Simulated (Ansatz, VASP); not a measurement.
**CaO: VASP beside Ansatz**

File INCAR:

```
SYSTEM = CaO
PREC = Accurate
ENCUT = 520
EDIFF = 1E-6
ISMEAR = -1
SIGMA = 0.02
LREAL = .FALSE.
LASPH = .TRUE.
NELM = 100
ALGO = Normal
ISIF = 2
LWAVE = .FALSE.
LCHARG = .FALSE.
GGA = PE
NBANDS = 15
```

Contents of KPOINTS:

```
regular mesh
0
G
  8 8 8
  0 0 0
```

The input POSCAR:

```
CaO
1.0
    0.0000000000      2.4776985204      2.6067317416
    2.4776985204      0.0000000000      2.6067317416
    2.4776985204      2.4776985204      0.0000000000
Ca O
1 1
Direct
    0.0000000000      0.0000000000      0.0000000000
    0.2500000000      0.2500000000      0.2500000000
```

Input for Ansatz:

```yaml
crystal:
  lattice:
    - [0.0, 2.4776985204, 2.6067317416]
    - [2.4776985204, 0.0, 2.6067317416]
    - [2.4776985204, 2.4776985204, 0.0]
  atoms:
    - { symbol: Ca, position: [0.0, 0.0, 0.0] }
    - { symbol: O, position: [0.25, 0.25, 0.25] }
kpoints:
  mp_grid: { grid: [8, 8, 8] }
  band_path:
    path:
      - [0.0, 0.0, 0.0]
      - [-0.5, -0.5, 0.0]
      - [-0.375, -0.375, 0.25]
      - [-0.375, 0.0, 0.375]
      - [0.0, 0.0, 0.5]
      - [-0.5, -0.25, 0.25]
    npoints: 1
hamiltonian:
  xc: pbe
scf:
  occupations: { method: fermi_dirac, width: 0.02 }
  n_extra_bands: 4
output:
  forces: true
  stress: true
  eigenvalues: true
```

Change from the starting cell: biaxial_xy strain -5.0%.

Alike in both runs: task single point; functional PBE; k mesh 8 × 8 × 8; occupations fermi-dirac, width 0.02 eV; no spin polarisation.

|  | VASP | Ansatz |
| --- | --- | --- |
| version | VASP 6.6.1 | Ansatz 0.2.0 |
| potentials or method | VASP PAW PBE potentials, release 64 (Ca_sv, O) | plane waves, PAW |
| plane-wave cutoff (eV) | 520 | 420 |
| valence electrons in the cell | 16 | 16 |

VASP gave:

```
gap on the k mesh at the Fermi level (eV)                     : 3.63
pressure (GPa)                                                : 12.0
traceless stress, the component that is largest in VASP (GPa) : -0.18
```

Task: Which values does Ansatz return?

Result: gap on the k mesh at the Fermi level (eV): 3.64; pressure (GPa): 11.3; traceless stress, the component that is largest in VASP (GPa): -0.23.
